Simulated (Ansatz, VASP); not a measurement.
NaI: VASP beside Ansatz

```xyz
2
Lattice="0.0000 3.1703 3.1703 3.1703 0.0000 3.1703 3.1703 3.1703 0.0000" Properties=species:S:1:pos:R:3 pbc="T T T"
Na    0.0000    0.0000    0.0000
I     3.1703    3.1703    3.1703
```

Change from the starting cell: volume scaled by 0.94.

Alike in both runs: task single point; functional LDA; k mesh 8 × 8 × 8; occupations fermi-dirac, width 0.02 eV; no spin polarisation.

```csv
,VASP,Ansatz
version,VASP 6.6.1,Ansatz 0.2.0
potentials or method,"VASP PAW LDA potentials, release 64 (Na_pv, I), cutoff 520 eV","all-electron LAPW, scalar-relativistic"
```

VASP gave:

- gap on the k mesh at the Fermi level (eV): 3.52
- pressure (GPa): -0.7

Question: Which values does Ansatz return?

Answer: gap on the k mesh at the Fermi level (eV): 3.50; pressure (GPa): -0.7.

LDA's correlation is that of Perdew and Zunger in VASP and of Perdew and Wang (1992) in Ansatz. Ansatz ran all-electron here, and VASP with PAW potentials.

Spin-orbit coupling is off throughout.
